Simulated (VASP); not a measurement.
# C (Fd-3m) in VASP: single point with LDA

Aim: the single point of C with LDA.

Everything below comes from runs of VASP 6.6.1. Logs are shortened: lines on timing, memory, paths and dates and some standing lists are left out, and cuts for length are marked.

## 1. The cell of the first run

It takes space group Fd-3m (No. 227, cubic). The conventional cell has a = 3.532 Å, b = 3.532 Å, c = 3.532 Å, α = 90.00°, β = 90.00°, γ = 90.00°. Within 2.0 Å of C (site symmetry -43m) lie 4 C at 1.53 Å.

## 2. Single point, LDA

Contents of INCAR:

```
PREC     = Accurate       # precision mode
ENCUT    = 1300           # plane-wave cutoff, eV
EDIFF    = 1E-6           # SCF threshold, eV
ISMEAR   = 0              # smearing method
SIGMA    = 0.01           # smearing width, eV
LREAL    = False          # projectors in reciprocal space
LASPH    = True           # aspherical terms in the spheres
NELM     = 120            # most SCF steps
ALGO     = Normal         # electronic algorithm
ISIF     = 2              # what is computed and relaxed
LWAVE    = False          # write WAVECAR
LCHARG   = True           # write CHGCAR
LELF     = True           # ELF
LVHAR    = True         
NBANDS   = 11             # bands
GGA_COMPAT= False
```

Contents of KPOINTS:

```
regular mesh
0
Gamma
  10 10 10
```

Contents of POSCAR:

```
C
1.0
    0.0000000000      1.7659113021      1.7659113021
    1.7659113021      0.0000000000      1.7659113021
    1.7659113021      1.7659113021      0.0000000000
C
2
Direct
    0.0000000000      0.0000000000      0.0000000000
    0.2500000000      0.2500000000      0.2500000000
```

Potentials or basis: VASP PAW LDA potentials, release 64 (C_h).

Run with:

```
> cat potpaw_LDA.64/C_h/POTCAR > POTCAR
> mpirun -np 1 vasp_std > vasp.out
```

OUTCAR:

```text
PREC = Accurate
   ENCUT = 1300
   EDIFF = 1E-6
   ISMEAR = 0
   LREAL = False
   LASPH = True
   NELM = 120
   ISIF = 2

 ion  position               nearest neighbor table
   1  0.000  0.000  0.000-
   2  0.250  0.250  0.250-

  LATTYP: Found a face centered cubic cell.
 ALAT       =     3.5318226042

  Lattice vectors:

 A1 = (   0.0000000000,   1.7659113021,   1.7659113021)
 A2 = (   1.7659113021,   0.0000000000,   1.7659113021)
 A3 = (   1.7659113021,   1.7659113021,   0.0000000000)

Analysis of symmetry for initial positions (statically):
=====================================================================
 Subroutine PRICEL returns:
 Original cell was already a primitive cell.

 Routine SETGRP: Setting up the symmetry group for a
 face centered cubic supercell.

 Subroutine GETGRP returns: Found 48 space group operations
 (whereof 24 operations were pure point group operations)
 out of a pool of 48 trial point group operations.

The static configuration has the point symmetry T_d .
 The point group associated with its full space group is O_h .

Analysis of symmetry for dynamics (positions and initial velocities):
=====================================================================
 Subroutine PRICEL returns:
 Original cell was already a primitive cell.

 Routine SETGRP: Setting up the symmetry group for a
 face centered cubic supercell.

 Subroutine GETGRP returns: Found 48 space group operations
 (whereof 24 operations were pure point group operations)
 out of a pool of 48 trial point group operations.

The dynamic configuration has the point symmetry T_d .
 The point group associated with its full space group is O_h .

 Subroutine INISYM returns: Found 48 space group operations
 (whereof 24 operations are pure point group operations),
 and found     1 'primitive' translations

----------------------------------------------------------------------------------------

                                     Primitive cell

  volume of cell :      11.0138

  direct lattice vectors                    reciprocal lattice vectors
     0.000000000  1.765911302  1.765911302    -0.283139929  0.283139929  0.283139929
     1.765911302  0.000000000  1.765911302     0.283139929 -0.283139929  0.283139929
     1.765911302  1.765911302  0.000000000     0.283139929  0.283139929 -0.283139929

  length of vectors
     2.497375713  2.497375713  2.497375713     0.490412742  0.490412742  0.490412742

  position of ions in fractional coordinates (direct lattice)
     0.000000000  0.000000000  0.000000000
     0.250000000  0.250000000  0.250000000

  ion indices of the primitive-cell ions
   primitive index   ion index
                 1           1
                 2           2

----------------------------------------------------------------------------------------

 KPOINTS: regular mesh

Automatic generation of k-mesh.
 Grid dimensions read from file:
 generate k-points for:   10   10   10

 Generating k-lattice:

  Cartesian coordinates                     Fractional coordinates (reciprocal lattice)
    -0.028313993  0.028313993  0.028313993     0.100000000  0.000000000  0.000000000
     0.028313993 -0.028313993  0.028313993     0.000000000  0.100000000  0.000000000
     0.028313993  0.028313993 -0.028313993     0.000000000  0.000000000  0.100000000

  Length of vectors
     0.049041274  0.049041274  0.049041274

  Shift w.r.t. Gamma in fractional coordinates (k-lattice)
     0.000000000  0.000000000  0.000000000

 Subroutine IBZKPT returns following result:
 ===========================================

 Found     47 irreducible k-points:

 Following reciprocal coordinates:
            Coordinates               Weight
  0.000000  0.000000  0.000000      1.000000
  0.100000  0.000000  0.000000      8.000000
  0.200000  0.000000  0.000000      8.000000
  0.300000  0.000000  0.000000      8.000000
  0.400000  0.000000  0.000000      8.000000
  0.500000  0.000000  0.000000      4.000000
[... 16 lines left out ...]
  0.300000  0.300000  0.000000      6.000000
  0.400000  0.300000  0.000000     24.000000
 [... further k-points ...]
   k-points           NKPTS =     47   k-points in BZ     NKDIM =     47   number of bands    NBANDS=     11
   number of dos      NEDOS =    301   number of ions     NIONS =      2
   total plane-waves  NPLWV =  27000
   dimension x,y,z NGX =    30 NGY =   30 NGZ =   30
   dimension x,y,z NGXF=    60 NGYF=   60 NGZF=   60
   ions per type =               2
   NGX,Y,Z   is equivalent  to a cutoff of  19.97, 19.97, 19.97 a.u.
   NGXF,Y,Z  is equivalent  to a cutoff of  39.94, 39.94, 39.94 a.u.
 SYSTEM =  unknown system
   PREC   = accura    normal or accurate (medium, high low for compatibility)
   ISTART =      0    job   : 0-new  1-cont  2-samecut
   ICHARG =      2    charge: 1-file 2-atom 10-const
   ISPIN  =      1    spin polarized calculation?
   LNONCOLLINEAR =      F non collinear calculations
   LSORBIT =      F    spin-orbit coupling
   LASPH  =      T    aspherical Exc in radial PAW
   ENCUT  = 1300.0 eV  95.55 Ry    9.77 a.u.   7.34  7.34  7.34*2*pi/ulx,y,z
   NELM   =    120;   NELMIN=  2; NELMDL= -5     # of ELM steps
   EDIFF  = 0.1E-05   stopping-criterion for ELM
   LREAL  =      F    real-space projection
   EDIFFG = 0.1E-04   stopping-criterion for IOM
   NSW    =      0    number of steps for IOM
   IBRION =     -1    ionic relax: 0-MD 1-quasi-New 2-CG
   NFREE  =      0    steps in history (QN), initial steepest desc. (CG)
   ISIF   =      2    stress and relaxation
   ISYM   =      2    0-nonsym 1-usesym 2-fastsym
   POTIM  = 0.5000    time-step for ionic-motion
   TEBEG  =    0.0;   TEEND  =   0.0 temperature during run
   PSTRESS=    0.0 pullay stress
   NELECT =       8.0000    total number of electrons
   NUPDOWN=      -1.0000    fix difference up-down
   EMIN   =  10.00;   EMAX   =-10.00  energy-range for DOS
   EFERMI =   0.00;   METHOD = LEGACY
   ISMEAR =     0;   SIGMA  =   0.01  broadening in eV -4-tet -1-fermi 0-gaus
   EFERMI_NEDOS =   21; number of points for ismear=-14 and -15
   IALGO  =     38    algorithm
   IMIX   =      4    mixing-type and parameters
     AMIX     =   0.40;   BMIX     =  1.00
     AMIX_MAG =   1.60;   BMIX_MAG =  1.00
  volume/ion in A,a.u.               =       5.51        37.16
  Fermi-wavevector in a.u.,A,eV,Ry     =   1.471610  2.780939 29.465250  2.165635
  Thomas-Fermi vector in A             =   2.586725
   LORBIT       =      0    0 simple, 1 ext, 2 COOP (PROOUT), +10 PAW based schemes
   GGA     = CA    functional components
   LHFCALC =     F    Hartree Fock is set to
   AEXX    =    0.0000 exact exchange contribution
   IVDW    =     0    specifies the selected vdW correction
   LEPSILON=     F    determine dielectric tensor
   LRPA    =     F    only Hartree local field effects (RPA)
 non-spin polarized calculation
 Gauss-broadening in eV      SIGMA  =   0.01
  energy-cutoff  :     1300.00
  volume of cell :       11.01
 maximum number of plane-waves:      1211
 NGX is ok and might be reduce to    30
   NGX = 15   NGY = 15   NGZ = 15

 number of electron       8.0000000 magnetization

 Free energy of the ion-electron system (eV)
  ---------------------------------------------------
  ext. energy  EPLUGINS =         0.00000000
  ---------------------------------------------------
  free energy    TOTEN  =       -20.26741709 eV

  energy without entropy =      -20.26741709  energy(sigma->0) =      -20.26741709

 E-fermi :  11.5135     XC(G=0): -13.7968

 val. band max:       11.3365192412   @ k =   0.0000   0.0000   0.0000
 cond. band min:      15.5419268401   @ k =   0.4000   0.4000   0.0000
 fundamental gap:      4.2054075989
 Fermi energy:        11.5135351778

 k-point     1 :       0.0000    0.0000    0.0000
  band No.  band energies     occupation
      1     -10.3804      2.00000
      2      11.3365      2.00000
      3      11.3365      2.00000
      4      11.3365      2.00000
      5      16.9629      0.00000
      6      16.9629      0.00000
      7      16.9629      0.00000
      8      25.5654      0.00000
      9      30.7338      0.00000
     10      38.2883      0.00000
     11      38.2883      0.00000

 k-point     2 :       0.1000    0.0000    0.0000
  band No.  band energies     occupation
      1     -10.0985      2.00000
      2       9.6400      2.00000
      3      10.8764      2.00000
      4      10.8764      2.00000
      5      17.5651      0.00000
      6      17.5651      0.00000
      7      17.9612      0.00000
      8      25.7208      0.00000
      9      31.1667      0.00000
     10      35.5544      0.00000
     11      35.5544      0.00000

 k-point     3 :       0.2000    0.0000    0.0000
  band No.  band energies     occupation
      1      -9.2572      2.00000
      2       6.3953      2.00000
      3       9.9779      2.00000
      4       9.9779      2.00000
      5      18.7174      0.00000
      6      18.7174      0.00000
      7      19.3114      0.00000
      8      26.1425      0.00000
      9      31.9165      0.00000
     10      33.9977      0.00000
     11      33.9977      0.00000

 k-point     4 :       0.3000    0.0000    0.0000
  band No.  band energies     occupation
      1      -7.8738      2.00000
      2       2.9455      2.00000
      3       9.1701      2.00000
      4       9.1701      2.00000
      5      19.5404      0.00000
      6      19.5404      0.00000
      7      20.1725      0.00000
      8      26.6399      0.00000
      9      32.2929      0.00000
     10      34.2717      0.00000
     11      34.2717      0.00000
[... 239 lines left out ...]
 k-point    22 :      -0.2000    0.2000    0.0000
  band No.  band energies     occupation
      1      -7.4172      2.00000
      2       4.3279      2.00000
      3       5.1801      2.00000
      4       9.3038      2.00000
      5      19.9205      0.00000
      6      20.0813      0.00000
      7      22.0106      0.00000
      8      25.3940      0.00000
      9      31.4800      0.00000
     10      32.3383      0.00000
     11      35.5879      0.00000

 k-point    23 :       0.3000    0.3000    0.0000
  band No.  band energies     occupation
      1      -7.0449      2.00000
      2       5.3244      2.00000
      3       6.3117      2.00000
      4       6.3117      2.00000
      5      15.6195      0.00000
      6      20.0666      0.00000
      7      24.6247      0.00000
      8      24.6247      0.00000
      9      32.6757      0.00000
     10      34.2453      0.00000
     11      42.5815      0.00000

 k-point    24 :       0.4000    0.3000    0.0000
  band No.  band energies     occupation
      1      -5.6970      2.00000
      2       3.3085      2.00000
      3       5.1972      2.00000
      4       5.8297      2.00000
      5      16.1778      0.00000
      6      19.3859      0.00000
      7      25.6253      0.00000
      8      25.7320      0.00000
      9      33.4824      0.00000
     10      34.3215      0.00000
     11      42.4691      0.00000

 [... further k-points ...]

------------------------ aborting loop because EDIFF is reached ----------------------------------------

  FORCE on cell =-STRESS in cart. coord.  units (eV):
  Direction    XX          YY          ZZ          XY          YZ          ZX
  --------------------------------------------------------------------------------------
  -------------------------------------------------------------------------------------
  Total        0.0607576      0.0607576      0.0607576     -0.0000000     -0.0000000     -0.0000000
  in kB        8.8384128      8.8384128      8.8384128     -0.0000000     -0.0000000     -0.0000000
  external PRESSURE =       8.8384128 kB  Pullay stress =       0.0000000 kB

 VOLUME and BASIS-vectors are now :
 -----------------------------------------------------------------------------
  energy-cutoff  :     1300.00
  volume of cell :       11.01
      direct lattice vectors                 reciprocal lattice vectors
     0.000000000  1.765911302  1.765911302    -0.283139929  0.283139929  0.283139929
     1.765911302  0.000000000  1.765911302     0.283139929 -0.283139929  0.283139929
     1.765911302  1.765911302  0.000000000     0.283139929  0.283139929 -0.283139929

 POSITION                                       TOTAL-FORCE (eV/Angst)
 -----------------------------------------------------------------------------------
      0.00000      0.00000      0.00000         0.000000      0.000000      0.000000
      0.88296      0.88296      0.88296        -0.000000     -0.000000     -0.000000
 -----------------------------------------------------------------------------------
    total drift:                                0.000000     -0.000000      0.000000

  FREE ENERGIE OF THE ION-ELECTRON SYSTEM (eV)
  ---------------------------------------------------
  free  energy   TOTEN  =       -20.2674170867 eV

  energy  without entropy=      -20.2674170867  energy(sigma->0) =      -20.26741709
```

Run time: 13 s. Hardware: 1 thread of Intel Xeon Platinum 8375C at 2.90GHz (Ice Lake), shared host; peak memory 0.14 GiB.

What came out:

```
Free energy            : -20.2674 eV
Pressure               : 0.9 GPa
Band gap on the k mesh : 4.21 eV (least direct gap 5.63 eV)
```
